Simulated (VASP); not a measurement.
# LiH (Fm-3m) in VASP: further runs

The runs below take LiH through single point, with PBEsol.

All numbers are computed with VASP 6.6.1; they aren't measurements. Logs are shortened: lines on timing, memory, paths and dates and some standing lists are left out, and cuts for length are marked.

## (1) The cell of the first run

It takes space group Fm-3m (No. 225, cubic). Conventional cell: a = 4.181 Å, b = 4.181 Å, c = 4.181 Å, α = 90.00°, β = 90.00°, γ = 90.00°. Within 2.8 Å of Li (site symmetry m-3m) lie 6 H at 2.09 Å. H (site symmetry m-3m) has 6 Li at 2.09 Å within 2.8 Å.

## (2) Single point, PBEsol (Na replaced by Li, lengths x 0.884, strained)

INCAR

```
SYSTEM = LiH
PREC     = Accurate       ! precision mode
ENCUT    = 520            ! plane-wave cutoff, eV
EDIFF    = 1E-6           ! SCF threshold, eV
ISMEAR   = 0              ! smearing method
SIGMA    = 0.1            ! smearing width, eV
LREAL    = .FALSE.        ! projectors in reciprocal space
LASPH    = .TRUE.         ! aspherical terms in the spheres
NELM     = 60             ! most SCF steps
ALGO     = Normal         ! electronic algorithm
ISIF     = 2              ! what is computed and relaxed
LWAVE    = .FALSE.        ! write WAVECAR
LCHARG   = .FALSE.        ! write CHGCAR
GGA      = PS             ! functional
NBANDS   = 9              ! bands
```

KPOINTS

```
Automatic mesh
0
G
  8 8 8
  0 0 0
```

POSCAR

```
LiH
1.0
    0.0000000000      2.0906751829      2.0906751829
    2.0906751829      0.0000000000      2.0906751829
    2.0906751829      2.0906751829      0.0000000000
Li H
1 1
Direct
    0.0000000000      0.0000000000      0.0000000000
    0.5000000000      0.5000000000      0.5000000000
```

Potentials or basis: VASP PAW PBE potentials, release 64 (Li_sv, H).

Command:

```
> cat potpaw_PBE.64/Li_sv/POTCAR potpaw_PBE.64/H/POTCAR > POTCAR
> mpirun -np 1 vasp_std > vasp.out
```

OUTCAR:

```text
SYSTEM = LiH
   PREC = Accurate
   ENCUT = 520
   EDIFF = 1E-6
   ISMEAR = 0
   LREAL = .FALSE.
   LASPH = .TRUE.
   NELM = 60
   ISIF = 2
   GGA = PS

 ion  position               nearest neighbor table
   1  0.000  0.000  0.000-
   2  0.500  0.500  0.500-

  LATTYP: Found a face centered cubic cell.
 ALAT       =     4.1813503658

  Lattice vectors:

 A1 = (   0.0000000000,   2.0906751829,   2.0906751829)
 A2 = (   2.0906751829,   0.0000000000,   2.0906751829)
 A3 = (   2.0906751829,   2.0906751829,   0.0000000000)

Analysis of symmetry for initial positions (statically):
=====================================================================
 Subroutine PRICEL returns:
 Original cell was already a primitive cell.

 Routine SETGRP: Setting up the symmetry group for a
 face centered cubic supercell.

 Subroutine GETGRP returns: Found 48 space group operations
 (whereof 48 operations were pure point group operations)
 out of a pool of 48 trial point group operations.

The static configuration has the point symmetry O_h .

Analysis of symmetry for dynamics (positions and initial velocities):
=====================================================================
 Subroutine PRICEL returns:
 Original cell was already a primitive cell.

 Routine SETGRP: Setting up the symmetry group for a
 face centered cubic supercell.

 Subroutine GETGRP returns: Found 48 space group operations
 (whereof 48 operations were pure point group operations)
 out of a pool of 48 trial point group operations.

The dynamic configuration has the point symmetry O_h .

 Subroutine INISYM returns: Found 48 space group operations
 (whereof 48 operations are pure point group operations),
 and found     1 'primitive' translations

----------------------------------------------------------------------------------------

                                     Primitive cell

  volume of cell :      18.2764

  direct lattice vectors                    reciprocal lattice vectors
     0.000000000  2.090675183  2.090675183    -0.239157189  0.239157189  0.239157189
     2.090675183  0.000000000  2.090675183     0.239157189 -0.239157189  0.239157189
     2.090675183  2.090675183  0.000000000     0.239157189  0.239157189 -0.239157189

  length of vectors
     2.956661198  2.956661198  2.956661198     0.414232402  0.414232402  0.414232402

  position of ions in fractional coordinates (direct lattice)
     0.000000000  0.000000000  0.000000000
[... 83 lines left out ...]
   NFREE  =      0    steps in history (QN), initial steepest desc. (CG)
   ISIF   =      2    stress and relaxation
   ISYM   =      2    0-nonsym 1-usesym 2-fastsym
   POTIM  = 0.5000    time-step for ionic-motion
   TEBEG  =    0.0;   TEEND  =   0.0 temperature during run
   PSTRESS=    0.0 pullay stress
   NELECT =       4.0000    total number of electrons
   NUPDOWN=      -1.0000    fix difference up-down
   EMIN   =  10.00;   EMAX   =-10.00  energy-range for DOS
   EFERMI =   0.00;   METHOD = LEGACY
   ISMEAR =     0;   SIGMA  =   0.10  broadening in eV -4-tet -1-fermi 0-gaus
   EFERMI_NEDOS =   21; number of points for ismear=-14 and -15
   IALGO  =     38    algorithm
   IMIX   =      4    mixing-type and parameters
     AMIX     =   0.40;   BMIX     =  1.00
     AMIX_MAG =   1.60;   BMIX_MAG =  1.00
  volume/ion in A,a.u.               =       9.14        61.67
  Fermi-wavevector in a.u.,A,eV,Ry     =   0.986578  1.864363 13.243053  0.973337
  Thomas-Fermi vector in A             =   2.117969
   LORBIT       =      0    0 simple, 1 ext, 2 COOP (PROOUT), +10 PAW based schemes
   GGA     = PS    functional components
   LHFCALC =     F    Hartree Fock is set to
   AEXX    =    0.0000 exact exchange contribution
   IVDW    =     0    specifies the selected vdW correction
   LEPSILON=     F    determine dielectric tensor
   LRPA    =     F    only Hartree local field effects (RPA)
 non-spin polarized calculation
 Gauss-broadening in eV      SIGMA  =   0.10
  energy-cutoff  :      520.00
  volume of cell :       18.28
 maximum number of plane-waves:       531
 NGX is ok and might be reduce to    24
   NGX = 11   NGY = 11   NGZ = 11

 number of electron       4.0000005 magnetization

 Free energy of the ion-electron system (eV)
  ---------------------------------------------------
  ext. energy  EPLUGINS =         0.00000000
  ---------------------------------------------------
  free energy    TOTEN  =        -6.08445606 eV

  energy without entropy =       -6.08445606  energy(sigma->0) =       -6.08445606

 E-fermi :   0.1090     XC(G=0):  -8.2110

 val. band max:       -0.4006311027   @ k =   0.5000   0.5000   0.0000
 cond. band min:       2.4369537572   @ k =   0.5000   0.5000   0.0000
 fundamental gap:      2.8375848599
 Fermi energy:         0.1090253979

 k-point     1 :       0.0000    0.0000    0.0000
  band No.  band energies     occupation
      1     -44.2383      2.00000
      2      -5.4722      2.00000
      3      14.1327      0.00000
      4      16.1103      0.00000
      5      16.1103      0.00000
      6      16.1103      0.00000
      7      20.4735      0.00000
      8      20.4735      0.00000
      9      20.4735      0.00000
[... 265 lines left out ...]
 k-point    24 :      -0.3750    0.2500    0.1250
  band No.  band energies     occupation
      1     -44.2025      2.00000
      2      -1.9236      2.00000
      3       4.2575      0.00000
      4       7.7949      0.00000
      5      11.7771      0.00000
      6      14.7050      0.00000
      7      20.8292      0.00000
      8      23.6306      0.00000
      9      24.7736      0.00000

 [... further k-points ...]

------------------------ aborting loop because EDIFF is reached ----------------------------------------

  FORCE on cell =-STRESS in cart. coord.  units (eV):
  Direction    XX          YY          ZZ          XY          YZ          ZX
  --------------------------------------------------------------------------------------
  -------------------------------------------------------------------------------------
  Total       -0.5055130     -0.5055130     -0.5055130     -0.0000000      0.0000000     -0.0000000
  in kB      -44.3152544    -44.3152544    -44.3152544     -0.0000000      0.0000000     -0.0000000
  external PRESSURE =     -44.3152544 kB  Pullay stress =       0.0000000 kB

 VOLUME and BASIS-vectors are now :
 -----------------------------------------------------------------------------
  energy-cutoff  :      520.00
  volume of cell :       18.28
      direct lattice vectors                 reciprocal lattice vectors
     0.000000000  2.090675183  2.090675183    -0.239157189  0.239157189  0.239157189
     2.090675183  0.000000000  2.090675183     0.239157189 -0.239157189  0.239157189
     2.090675183  2.090675183  0.000000000     0.239157189  0.239157189 -0.239157189

 POSITION                                       TOTAL-FORCE (eV/Angst)
 -----------------------------------------------------------------------------------
      0.00000      0.00000      0.00000        -0.000000     -0.000000     -0.000000
      2.09068      2.09068      2.09068         0.000000      0.000000      0.000000
 -----------------------------------------------------------------------------------
    total drift:                                0.000000     -0.000000     -0.000000

  FREE ENERGIE OF THE ION-ELECTRON SYSTEM (eV)
  ---------------------------------------------------
  free  energy   TOTEN  =        -6.0844560620 eV

  energy  without entropy=       -6.0844560620  energy(sigma->0) =       -6.08445606
```

OSZICAR:

```text
N       E                     dE             d eps       ncg     rms          rms(c)
DAV:   1    -0.115569352370E+01   -0.11557E+01   -0.11500E+03   530   0.383E+02
DAV:   2    -0.622555914920E+01   -0.50699E+01   -0.50351E+01   717   0.565E+01
DAV:   3    -0.630004504935E+01   -0.74486E-01   -0.74469E-01   672   0.555E+00
DAV:   4    -0.630055139772E+01   -0.50635E-03   -0.50625E-03   707   0.370E-01
DAV:   5    -0.630055356751E+01   -0.21698E-05   -0.21698E-05   672   0.173E-02    0.263E+00
DAV:   6    -0.613531561845E+01    0.16524E+00   -0.15028E-01   565   0.112E+00    0.129E+00
DAV:   7    -0.608325414000E+01    0.52061E-01   -0.17122E-01   607   0.138E+00    0.203E-01
DAV:   8    -0.608449146385E+01   -0.12373E-02   -0.40440E-03   603   0.430E-01    0.327E-02
DAV:   9    -0.608445627610E+01    0.35188E-04   -0.10043E-04   640   0.355E-02    0.927E-03
DAV:  10    -0.608445606202E+01    0.21408E-06   -0.46051E-06   611   0.155E-02
   1 F= -.60844561E+01 E0= -.60844561E+01  d E =-.173204E-14
```

stdout:

```text
POSCAR found type information on POSCAR LiH
 POSCAR found :  2 types and       2 ions
 scaLAPACK will be used
 -----------------------------------------------------------------------------
|                                                                             |
|                                                                             |
|     You enforced a specific xc type in the INCAR file but a different       |
|     I HOPE YOU KNOW WHAT YOU ARE DOING!                                     |
|                                                                             |
 -----------------------------------------------------------------------------

 LDA part: xc-table for (Slater+PW92), standard interpolation
 POSCAR, INCAR and KPOINTS ok, starting setup
 FFT: planning ... GRIDC
 FFT: planning ... GRID_SOFT
 FFT: planning ... GRID
 WAVECAR not read
 entering main loop
```

Wall time 3.3 s (1 thread of Intel Xeon Platinum 8559C (Emerald Rapids), shared host); peak memory 0.12 GiB.

What came out:

```yaml
Free_energy: -6.0845 eV
Band_gap_on_the_k_mesh: 2.84 eV, direct
```

Caveat: the cell differs from its parent crystal (Na replaced by Li, lengths x 0.884, strained); the cutoff is under 1.25 times the usual one of these potentials, so pressure, stress and relaxed cells hold a basis-set (Pulay) error; the PAW data sets were made with another functional, which shifts forces and pressure a little. A k mesh can miss the band edges.

## (3) Single point, PBEsol (Na replaced by Li, lengths x 0.884, strained)

INCAR

```
SYSTEM = LiH
ALGO     = Normal         ! electronic algorithm
EDIFF    = 1E-6           ! SCF threshold, eV
ENCUT    = 520            ! plane-wave cutoff, eV
GGA      = PS             ! functional
ISIF     = 2              ! what is computed and relaxed
ISMEAR   = 0              ! smearing method
LASPH    = .True.         ! aspherical terms in the spheres
LCHARG   = .True.         ! write CHGCAR
LELF     = .True.         ! ELF
LREAL    = .False.        ! projectors in reciprocal space
LVHAR    = .True.       
LWAVE    = .False.        ! write WAVECAR
NBANDS   = 9              ! bands
NELM     = 80             ! most SCF steps
PREC     = Accurate       ! precision mode
SIGMA    = 0.02           ! smearing width, eV
```

KPOINTS

```
k-points
0
Gamma
  10 10 10
  0 0 0
```

POSCAR is that of step 2.

Potentials or basis: VASP PAW PBE potentials, release 64 (Li_sv, H).

Command:

```
> cat potpaw_PBE.64/Li_sv/POTCAR potpaw_PBE.64/H/POTCAR > POTCAR
> mpirun -np 1 vasp_std > vasp.out
```

Wall time 4.2 s (1 thread of Intel Xeon Platinum 8559C (Emerald Rapids), shared host); peak memory 0.13 GiB.

The run converged. Its results:

- Free energy: -6.0845 eV
- Band gap on the k mesh: 2.84 eV, direct

Levels at points of the mesh, in eV from the valence-band top:
```csv
k point,band 1,band 2,band 3,band 4,band 5
"(0.00, 0.00, 0.00)",-43.84,-5.07,14.53,16.51,16.51
"(0.50, 0.00, 0.00)",-43.81,-2.36,4.42,12.52,15.21
"(0.50, 0.50, 0.00)",-43.80,0.00,2.84,10.04,10.04
```

Caveat: the cell differs from its parent crystal (Na replaced by Li, lengths x 0.884, strained); the cutoff is under 1.25 times the usual one of these potentials, so pressure, stress and relaxed cells hold a basis-set (Pulay) error; the PAW data sets were made with another functional, which shifts forces and pressure a little. A k mesh can miss the band edges.
